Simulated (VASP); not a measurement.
# MgC2 in VASP: notebook

MgC2 is run at these levels: r2SCAN, PBE; tasks: single point, relaxation of cell and atoms.

All numbers are computed with VASP 6.6.1; they aren't measurements. Logs are shortened: lines on timing, memory, paths and dates and some standing lists are left out, and cuts for length are marked.

## 1. The cell of the first run

The typed cell holds 6 atoms: a = 3.951 Å, b = 3.951 Å, c = 4.987 Å, α = 90.00°, β = 90.00°, γ = 90.00°.

## 2. Single point, r2SCAN

POSCAR

```
MgC2
1.0
    3.9507770000      0.0000000000      0.0000000000
    0.0000000000      3.9507770000      0.0000000000
    0.0000000000      0.0000000000      4.9870890000
Mg C
2 4
Direct
   -0.0088950000     -0.0043460000      0.4923900000
    0.5033630000      0.5100160000     -0.0051830000
    0.3876270000      0.6066950000      0.5087150000
    0.1176850000      0.1209630000     -0.0000010000
    0.6130530000      0.3856960000      0.4972100000
    0.8770760000      0.8834810000      0.0045650000
```

INCAR.step1

```
SYSTEM = MgC2
PREC = Accurate ; ENCUT = 520
ISMEAR = 0 ; SIGMA = 0.01
LREAL = .False. ; LASPH = .True.
NELM = 60 ; NBANDS = 19
GGA = PE ; ALGO = Normal
EDIFF = 1E-4 ; LWAVE = .True.
LCHARG = .False.
```

INCAR.step2

```
SYSTEM = MgC2
PREC = Accurate ; ENCUT = 520
EDIFF = 1E-6 ; ISMEAR = 0
SIGMA = 0.01 ; LREAL = .False.
LASPH = .True. ; NELM = 60
ALGO = Normal ; ISIF = 2
LWAVE = .False. ; LCHARG = .False.
METAGGA = R2SCAN ; LMIXTAU = .True.
NBANDS = 19 ; ISTART = 1
```

KPOINTS

```
regular mesh
0
Gamma
  5 5 4
  0 0 0
```

Potentials or basis: VASP PAW PBE potentials, release 64 (Mg, C).

Started as:

```bash
cat potpaw_PBE.64/Mg/POTCAR potpaw_PBE.64/C/POTCAR > POTCAR
cp INCAR.step1 INCAR
mpirun -np 1 vasp_std > vasp.out
cp INCAR.step2 INCAR
mpirun -np 1 vasp_std > vasp.out
```

OUTCAR:

```text
SYSTEM = MgC2
   PREC = Accurate
   ENCUT = 520
   EDIFF = 1E-6
   ISMEAR = 0
   LREAL = .False.
   LASPH = .True.
   NELM = 60
   ISIF = 2
   METAGGA = R2SCAN
   ISTART = 1

 ion  position               nearest neighbor table
   1  0.991  0.996  0.492-   5 2.15   3 2.20   6 2.51   4 2.55   4 2.63   6 2.63   5 2.84   3 2.84

   2  0.503  0.510  0.995-   6 2.09   4 2.16   3 2.50   5 2.57   5 2.59   3 2.63   4 2.85
   3  0.388  0.607  0.509-   5 1.25   1 2.20   2 2.50   2 2.63   1 2.84
   4  0.118  0.121  1.000-   6 1.34   2 2.16   1 2.55   1 2.63   2 2.85
   5  0.613  0.386  0.497-   3 1.25   1 2.15   2 2.57   2 2.59   1 2.84
   6  0.877  0.883  0.005-   4 1.34   2 2.09   1 2.51   1 2.63

  LATTYP: Found a simple tetragonal cell.
 ALAT       =     3.9507770000
 C/A-ratio  =     1.2623058705

  Lattice vectors:

 A1 = (   3.9507770000,   0.0000000000,   0.0000000000)
 A2 = (   0.0000000000,   3.9507770000,   0.0000000000)
 A3 = (   0.0000000000,   0.0000000000,   4.9870890000)

Analysis of symmetry for initial positions (statically):
=====================================================================
 Subroutine PRICEL returns:
 Original cell was already a primitive cell.

 Routine SETGRP: Setting up the symmetry group for a
 simple tetragonal supercell.

 Subroutine GETGRP returns: Found  1 space group operations
 (whereof  1 operations were pure point group operations)
 out of a pool of 16 trial point group operations.

The static configuration has the point symmetry C_1 .

Analysis of symmetry for dynamics (positions and initial velocities):
=====================================================================
 Subroutine PRICEL returns:
 Original cell was already a primitive cell.

 Routine SETGRP: Setting up the symmetry group for a
 simple tetragonal supercell.

 Subroutine GETGRP returns: Found  1 space group operations
 (whereof  1 operations were pure point group operations)
 out of a pool of 16 trial point group operations.

The dynamic configuration has the point symmetry C_1 .

 Subroutine INISYM returns: Found  1 space group operations
 (whereof  1 operations are pure point group operations),
 and found     1 'primitive' translations

----------------------------------------------------------------------------------------

                                     Primitive cell

  volume of cell :      77.8417

  direct lattice vectors                    reciprocal lattice vectors
     3.950777000  0.000000000  0.000000000     0.253114767  0.000000000  0.000000000
     0.000000000  3.950777000  0.000000000     0.000000000  0.253114767  0.000000000
     0.000000000  0.000000000  4.987089000     0.000000000  0.000000000  0.200517777

  length of vectors
     3.950777000  3.950777000  4.987089000     0.253114767  0.253114767  0.200517777

  position of ions in fractional coordinates (direct lattice)
     0.991105000  0.995654000  0.492390000
     0.503363000  0.510016000  0.994817000
     0.387627000  0.606695000  0.508715000
     0.117685000  0.120963000  0.999999000
     0.613053000  0.385696000  0.497210000
     0.877076000  0.883481000  0.004565000

  ion indices of the primitive-cell ions
   primitive index   ion index
                 1           1
                 2           2
                 3           3
                 4           4
                 5           5
                 6           6

----------------------------------------------------------------------------------------

 KPOINTS: regular mesh

Automatic generation of k-mesh.
 Grid dimensions read from file:
 generate k-points for:    5    5    4

 Generating k-lattice:

  Cartesian coordinates                     Fractional coordinates (reciprocal lattice)
     0.050622953  0.000000000  0.000000000     0.200000000  0.000000000  0.000000000
     0.000000000  0.050622953  0.000000000     0.000000000  0.200000000  0.000000000
     0.000000000  0.000000000  0.050129444     0.000000000  0.000000000  0.250000000

  Length of vectors
     0.050622953  0.050622953  0.050129444

  Shift w.r.t. Gamma in fractional coordinates (k-lattice)
     0.000000000  0.000000000  0.000000000

 Subroutine IBZKPT returns following result:
 ===========================================

 Found     51 irreducible k-points:

 Following reciprocal coordinates:
            Coordinates               Weight
  0.000000  0.000000  0.000000      1.000000
  0.200000  0.000000  0.000000      2.000000
  0.000000  0.200000  0.000000      2.000000
  0.400000  0.000000  0.000000      2.000000
  0.000000  0.400000  0.000000      2.000000
  0.200000  0.200000  0.000000      2.000000
[... 16 lines left out ...]
  0.200000  0.200000  0.250000      2.000000
 -0.200000  0.200000  0.250000      2.000000
 [... further k-points ...]
   k-points           NKPTS =     51   k-points in BZ     NKDIM =     51   number of bands    NBANDS=     19
   number of dos      NEDOS =    301   number of ions     NIONS =      6
   total plane-waves  NPLWV =  36000
   dimension x,y,z NGX =    30 NGY =   30 NGZ =   40
   dimension x,y,z NGXF=    60 NGYF=   60 NGZF=   80
   ions per type =               2   4
   NGX,Y,Z   is equivalent  to a cutoff of  12.62, 12.62, 13.33 a.u.
   NGXF,Y,Z  is equivalent  to a cutoff of  25.25, 25.25, 26.67 a.u.
 SYSTEM =  MgC2
   PREC   = accura    normal or accurate (medium, high low for compatibility)
   ISTART =      1    job   : 0-new  1-cont  2-samecut
   ICHARG =      0    charge: 1-file 2-atom 10-const
   ISPIN  =      1    spin polarized calculation?
   LNONCOLLINEAR =      F non collinear calculations
   LSORBIT =      F    spin-orbit coupling
   LASPH  =      T    aspherical Exc in radial PAW
   ENCUT  =  520.0 eV  38.22 Ry    6.18 a.u.   7.35  7.35  9.27*2*pi/ulx,y,z
   NELM   =     60;   NELMIN=  2; NELMDL=  0     # of ELM steps
   EDIFF  = 0.1E-05   stopping-criterion for ELM
   LREAL  =      F    real-space projection
   EDIFFG = 0.1E-04   stopping-criterion for IOM
   NSW    =      0    number of steps for IOM
   IBRION =     -1    ionic relax: 0-MD 1-quasi-New 2-CG
   NFREE  =      0    steps in history (QN), initial steepest desc. (CG)
   ISIF   =      2    stress and relaxation
   ISYM   =      2    0-nonsym 1-usesym 2-fastsym
   POTIM  = 0.5000    time-step for ionic-motion
   TEBEG  =    0.0;   TEEND  =   0.0 temperature during run
   PSTRESS=    0.0 pullay stress
   NELECT =      20.0000    total number of electrons
   NUPDOWN=      -1.0000    fix difference up-down
   EMIN   =  10.00;   EMAX   =-10.00  energy-range for DOS
   EFERMI =   0.00;   METHOD = LEGACY
   ISMEAR =     0;   SIGMA  =   0.01  broadening in eV -4-tet -1-fermi 0-gaus
   EFERMI_NEDOS =   21; number of points for ismear=-14 and -15
   IALGO  =     38    algorithm
   IMIX   =      4    mixing-type and parameters
     AMIX     =   0.40;   BMIX     =  1.00
     AMIX_MAG =   1.60;   BMIX_MAG =  1.00
  volume/ion in A,a.u.               =      12.97        87.55
  Fermi-wavevector in a.u.,A,eV,Ry     =   1.040752  1.966737 14.737364  1.083166
  Thomas-Fermi vector in A             =   2.175342
   LORBIT       =      0    0 simple, 1 ext, 2 COOP (PROOUT), +10 PAW based schemes
   METAGGA = R2SCAN    functional components
   LHFCALC =     F    Hartree Fock is set to
   AEXX    =    0.0000 exact exchange contribution
   IVDW    =     0    specifies the selected vdW correction
   LEPSILON=     F    determine dielectric tensor
   LRPA    =     F    only Hartree local field effects (RPA)
 non-spin polarized calculation
 Gauss-broadening in eV      SIGMA  =   0.01
  energy-cutoff  :      520.00
  volume of cell :       77.84
 maximum number of plane-waves:      2146
 NGX is ok and might be reduce to    30
   NGX = 15   NGY = 15   NGZ = 19

 number of electron      20.0000000 magnetization

 Free energy of the ion-electron system (eV)
  ---------------------------------------------------
  ext. energy  EPLUGINS =         0.00000000
  ---------------------------------------------------
  free energy    TOTEN  =       -45.92313942 eV

  energy without entropy =      -45.92313942  energy(sigma->0) =      -45.92313942

 E-fermi :   1.0542     XC(G=0):  -9.9940

 val. band max:        0.9926027443   @ k =  -0.2000   0.2000   0.0000
 cond. band min:       3.5454672030   @ k =   0.0000   0.0000   0.0000
 fundamental gap:      2.5528644586
 Fermi energy:         1.0542157823

 k-point     1 :       0.0000    0.0000    0.0000
  band No.  band energies     occupation
      1     -12.6569      2.00000
      2     -11.6306      2.00000
      3      -2.8225      2.00000
      4      -2.5796      2.00000
      5      -2.3300      2.00000
      6      -2.0251      2.00000
[... 11 lines left out ...]
     18      12.6716      0.00000
     19      13.6713      0.00000

 k-point     2 :       0.2000    0.0000    0.0000
  band No.  band energies     occupation
      1     -12.5327      2.00000
      2     -11.6435      2.00000
      3      -3.3557      2.00000
      4      -2.9481      2.00000
      5      -2.2899      2.00000
      6      -1.7240      2.00000
[... 11 lines left out ...]
     18      11.9377      0.00000
     19      13.1028      0.00000

 k-point     3 :       0.0000    0.2000    0.0000
  band No.  band energies     occupation
      1     -12.5330      2.00000
      2     -11.6441      2.00000
      3      -3.3413      2.00000
      4      -2.9302      2.00000
      5      -2.2953      2.00000
      6      -1.7301      2.00000
[... 11 lines left out ...]
     18      11.9586      0.00000
     19      13.1155      0.00000

 k-point     4 :       0.4000    0.0000    0.0000
  band No.  band energies     occupation
      1     -12.2730      2.00000
      2     -11.7179      2.00000
      3      -4.0196      2.00000
      4      -3.6032      2.00000
      5      -1.5823      2.00000
      6      -1.1823      2.00000
[... 407 lines left out ...]
     18      12.2246      0.00000
     19      12.8849      0.00000

 k-point    23 :       0.2000    0.2000    0.2500
  band No.  band energies     occupation
      1     -12.3434      2.00000
      2     -11.7008      2.00000
      3      -3.9187      2.00000
      4      -3.0006      2.00000
      5      -2.6301      2.00000
      6      -1.1822      2.00000
[... 11 lines left out ...]
     18      12.7823      0.00000
     19      13.5768      0.00000

 k-point    24 :      -0.2000    0.2000    0.2500
  band No.  band energies     occupation
      1     -12.3430      2.00000
      2     -11.7037      2.00000
      3      -3.5424      2.00000
      4      -3.4303      2.00000
      5      -2.6538      2.00000
      6      -1.1208      2.00000
[... 11 lines left out ...]
     18      12.6979      0.00000
     19      13.6111      0.00000

 [... further k-points ...]
[... 5 lines left out ...]
  --------------------------------------------------------------------------------------
  -------------------------------------------------------------------------------------
  Total       -3.6748200     -3.6619461     -0.5851286     -3.0027748      0.2414059     -0.1482613
  in kB      -75.6370350    -75.3720595    -12.0434179    -61.8046558      4.9687401     -3.0515894
  external PRESSURE =     -54.3508375 kB  Pullay stress =       0.0000000 kB

 VOLUME and BASIS-vectors are now :
 -----------------------------------------------------------------------------
  energy-cutoff  :      520.00
  volume of cell :       77.84
      direct lattice vectors                 reciprocal lattice vectors
     3.950777000  0.000000000  0.000000000     0.253114767  0.000000000  0.000000000
     0.000000000  3.950777000  0.000000000     0.000000000  0.253114767  0.000000000
     0.000000000  0.000000000  4.987089000     0.000000000  0.000000000  0.200517777

 POSITION                                       TOTAL-FORCE (eV/Angst)
 -----------------------------------------------------------------------------------
      3.91563      3.93361      2.45559         0.197880     -0.190958      0.098636
      1.98867      2.01496      4.96124        -0.424003     -0.425355      0.042713
      1.53143      2.39692      2.53701        -0.096641      0.190736     -0.204467
      0.46495      0.47790      4.98708        -3.975234     -3.915136      0.125284
      2.42204      1.52380      2.47963        -0.069791      0.070051      0.106465
      3.46513      3.49044      0.02277         4.367788      4.270662     -0.168631
 -----------------------------------------------------------------------------------
    total drift:                                0.002671     -0.002945      0.005073

  FREE ENERGIE OF THE ION-ELECTRON SYSTEM (eV)
  ---------------------------------------------------
  free  energy   TOTEN  =       -45.9231394226 eV

  energy  without entropy=      -45.9231394226  energy(sigma->0) =      -45.92313942
```

Wall time 3.5 min (1 thread of Intel Xeon Platinum 8488C (Sapphire Rapids), shared host); peak memory 0.23 GiB.

Results:

```yaml
Free_energy: -45.9231 eV
Pressure: -5.4 GPa
Largest_force: 6.111 eV/Å
Band_gap_on_the_k_mesh: 2.55 eV, indirect (least direct gap 2.68 eV)
```

Forces in eV/Å, atoms in the order of the input:
```
Mg   0.198 -0.191  0.099
Mg  -0.424 -0.425  0.043
C   -0.097  0.191 -0.204
C   -3.975 -3.915  0.125
C   -0.070  0.070  0.106
C    4.368  4.271 -0.169
```

Levels at points of the mesh, in eV from the valence-band top:
```csv
k point,band 6,band 7,band 8,band 9,band 10,band 11,band 12,band 13,band 14,band 15
"(0.00, 0.00, 0.00)",-3.02,-1.56,-0.49,-0.33,-0.13,2.55,5.27,5.35,5.96,7.73
"(0.00, 0.00, 0.50)",-3.21,-0.83,-0.50,-0.46,-0.28,3.38,3.95,5.56,6.13,9.81
```

Caveat: the PAW data sets were made with another functional, which shifts forces and pressure a little. A k mesh can miss the band edges.

## 3. Single point, r2SCAN

POSCAR is that of step 2.

INCAR.step1

```
SYSTEM = MgC2
PREC = Accurate ; ENCUT = 520
ISMEAR = 0 ; SIGMA = 0.005
LREAL = .False. ; LASPH = .True.
NELM = 100 ; NBANDS = 19
GGA = PE ; ALGO = Normal
EDIFF = 1E-4 ; LWAVE = .True.
LCHARG = .False.
```

INCAR.step2: that of step 2 with these lines changed.

```diff
@@ -3,4 +3,4 @@
 EDIFF = 1E-6 ; ISMEAR = 0
-SIGMA = 0.01 ; LREAL = .False.
-LASPH = .True. ; NELM = 60
+SIGMA = 0.005 ; LREAL = .False.
+LASPH = .True. ; NELM = 100
 ALGO = Normal ; ISIF = 2
```

KPOINTS is that of step 2.

Potentials or basis: VASP PAW PBE potentials, release 64 (Mg, C).

Started as:

```bash
cat potpaw_PBE.64/Mg/POTCAR potpaw_PBE.64/C/POTCAR > POTCAR
cp INCAR.step1 INCAR
mpirun -np 1 vasp_std > vasp.out
cp INCAR.step2 INCAR
mpirun -np 1 vasp_std > vasp.out
```

It took 2.7 min on 1 thread of Intel Xeon Platinum 8488C (Sapphire Rapids), shared host; peak memory 0.23 GiB.

Results (log left out):

```yaml
Free_energy: -45.9231 eV
Pressure: -5.4 GPa
Largest_force: 6.111 eV/Å
Band_gap_on_the_k_mesh: 2.55 eV, indirect (least direct gap 2.68 eV)
```

Forces in eV/Å, atoms in the order of the input:
```
Mg   0.198 -0.191  0.099
Mg  -0.424 -0.425  0.043
C   -0.097  0.191 -0.204
C   -3.975 -3.915  0.125
C   -0.070  0.070  0.106
C    4.368  4.271 -0.169
```

Stress tensor (GPa, compression positive):
```
-7.56 -6.18 -0.31
-6.18 -7.54  0.50
-0.31  0.50 -1.20
```

Levels at points of the mesh, in eV from the valence-band top:
```csv
k point,band 6,band 7,band 8,band 9,band 10,band 11,band 12,band 13,band 14,band 15
"(0.00, 0.00, 0.00)",-3.02,-1.56,-0.49,-0.33,-0.13,2.55,5.27,5.35,5.96,7.73
"(0.00, 0.00, 0.50)",-3.21,-0.83,-0.50,-0.46,-0.28,3.38,3.95,5.56,6.13,9.81
```

Caveat: the PAW data sets were made with another functional, which shifts forces and pressure a little.

## 4. Single point, PBE

INCAR

```
ALGO = Normal ; EDIFF = 1E-7
ENCUT = 520 ; GGA = PE
ISIF = 2 ; ISMEAR = -1
LASPH = T ; LCHARG = F
LREAL = F ; LWAVE = F
NBANDS = 19 ; NELM = 80
PREC = Accurate ; SIGMA = 0.05
```

KPOINTS

```
k-points
0
Gamma
  5 5 5
```

POSCAR

```
MgC2
1.0
    3.9507770000      0.0000000000      0.0000000000
    0.0000000000      3.9507770000      0.0000000000
    0.0000000000      0.0000000000      4.9870890000
Mg C
2 4
Direct
    0.0000000000      0.0000000000      0.5000000000
    0.5000000000      0.5000000000      0.0000000000
    0.3876550000      0.6123450000      0.5000000000
    0.1123450000      0.1123450000      0.0000000000
    0.6123450000      0.3876550000      0.5000000000
    0.8876550000      0.8876550000      0.0000000000
```

Started as:

```bash
cat potpaw_PBE.64/Mg/POTCAR potpaw_PBE.64/C/POTCAR > POTCAR
mpirun -np 1 vasp_std > vasp.out
```

It took 25 s on 1 thread of AMD EPYC 7R13 (Zen 3), shared host; peak memory 0.15 GiB.

Results (log left out):

- Free energy: -37.3806 eV
- Pressure: -0.4 GPa
- Largest force: 0.017 eV/Å
- Band gap on the k mesh: 2.65 eV, indirect (least direct gap 2.96 eV)

Forces in eV/Å, atoms in the order of the input:
```
Mg   0.000  0.000  0.000
Mg   0.000  0.000  0.000
C   -0.012  0.012  0.000
C    0.012  0.012  0.000
C    0.012 -0.012  0.000
C   -0.012 -0.012  0.000
```

Stress tensor (GPa, compression positive):
```
-0.44  0.00  0.00
 0.00 -0.44  0.00
 0.00  0.00 -0.28
```

Levels at points of the mesh, in eV from the valence-band top:
| k point | band 7 | band 8 | band 9 | band 10 | band 11 | band 12 | band 13 | band 14 |
| --- | --- | --- | --- | --- | --- | --- | --- | --- |
| (0.00, 0.00, 0.00) | -1.28 | -0.37 | -0.30 | -0.30 | 2.65 | 5.30 | 5.65 | 5.65 |

(Continued in part 2 of 2.)
